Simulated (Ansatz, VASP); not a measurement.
**TiAl3: VASP beside Ansatz**

```
CELL_PARAMETERS angstrom
-1.94859 1.94859 4.36462
1.94859 -1.94859 4.36462
1.94859 1.94859 -4.36462
ATOMIC_POSITIONS crystal
Ti 0.00000 0.00000 0.00000
Al 0.25000 0.75000 0.50000
Al 0.75000 0.25000 0.50000
Al 0.50000 0.50000 0.00000
```

Change from the starting cell: volume scaled by 1.06.

Alike in both runs: task single point; functional PBE; k mesh 10 × 10 × 10; occupations fermi-dirac, width 0.05 eV; no spin polarisation.

```csv
,VASP,Ansatz
version,VASP 6.6.1,Ansatz 0.2.0
potentials or method,"VASP PAW PBE potentials, release 64 (Ti_sv, Al), cutoff 520 eV","all-electron LAPW, scalar-relativistic"
```

|  | VASP | Ansatz | Ansatz less VASP |
| --- | --- | --- | --- |
| gap on the k mesh at the Fermi level (eV) | none | none | - |
| pressure (GPa) | -3.8 | -3.9 | -0.01 |
| traceless stress, the component that is largest in VASP (GPa) | 0.12 | 0.12 | +0.006 |

A gap of «none» marks a metal or a gap that the smearing closes. Ansatz ran all-electron here, and VASP with PAW potentials.
